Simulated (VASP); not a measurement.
Input of a VASP 6.6.1 run:

INCAR

```
  PREC = Accurate
  ENCUT = 520
  EDIFF = 1E-6
  ISMEAR = 0
  SIGMA = 0.05
  LREAL = F
  LASPH = T
  NELM = 100
  ALGO = Normal
  ISIF = 2
  LWAVE = F
  LCHARG = F
  GGA = PE
  NBANDS = 17
```

The input KPOINTS:

```
regular mesh
0
Gamma
  10 10 10
```

Contents of POSCAR:

```
SnSe
1.0
    0.0000000000      3.0305349680      3.0305349680
    3.0305349680      0.0000000000      3.0305349680
    3.0305349680      3.0305349680      0.0000000000
Sn Se
1 1
Direct
    0.0000000000      0.0000000000      0.0000000000
    0.5000000000      0.5000000000      0.5000000000
```

Potentials or basis: VASP PAW PBE potentials, release 64 (Sn_d, Se).

Command:

```bash
$ cat potpaw_PBE.64/Sn_d/POTCAR potpaw_PBE.64/Se/POTCAR > POTCAR
$ mpirun -np 1 vasp_std > vasp.out
```

(1) What does it give for the band gap on the k mesh?

(2) Estimate the pressure.

Results:

(1) 0.49 eV, indirect (least direct gap 0.50 eV).

(2) 0.0 GPa.

Caveat: spin-orbit coupling is left out, which moves the levels of the heavy elements.
